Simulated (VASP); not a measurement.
TaN, 2 atoms in the cell. Symmetry: P-6m2, No. 187, hexagonal system. Conventional cell: a = 2.918 Å, b = 2.918 Å, c = 2.864 Å, α = 90.00°, β = 90.00°, γ = 120.00°. Ta (site symmetry -6m2) has 6 N at 2.21 Å and 2 Ta at 2.86 Å within 2.9 Å. Within 2.9 Å of N (site symmetry -6m2) lie 6 Ta at 2.21 Å and 2 N at 2.86 Å. 

```yaml
Program: VASP 6.6.1
Task: single point
Functional: r2SCAN
Potentials_or_basis: VASP PAW PBE potentials, release 64 (Ta_pv, N)
Cutoff: 520 eV
k_mesh: 10 × 10 × 9
Occupations: fermi-dirac, width 0.05 eV
Spin: no spin polarisation
Dipole_correction: no
Further_INCAR_settings: ALGO = Normal; EDIFF = 1e-06; NBANDS = 15
```

Potentials or basis: VASP PAW PBE potentials, release 64 (Ta_pv, N).

Run with:

```console
$ cat potpaw_PBE.64/Ta_pv/POTCAR potpaw_PBE.64/N/POTCAR > POTCAR
$ cp INCAR.step1 INCAR
$ mpirun -np 1 vasp_std > vasp.out
$ cp INCAR.step2 INCAR
$ mpirun -np 1 vasp_std > vasp.out
```

Hardware: 1 thread of Intel(R) Xeon(R) Platinum 8375C CPU @ 2.90GHz (Ice Lake), on a shared host.

Problem. Estimate the wall time of this run.

Solution. Wall time 39 s on 1 thread of Intel(R) Xeon(R) Platinum 8375C CPU @ 2.90GHz (Ice Lake), on a shared host, peak memory 0.16 GiB. Counts: k points 70.
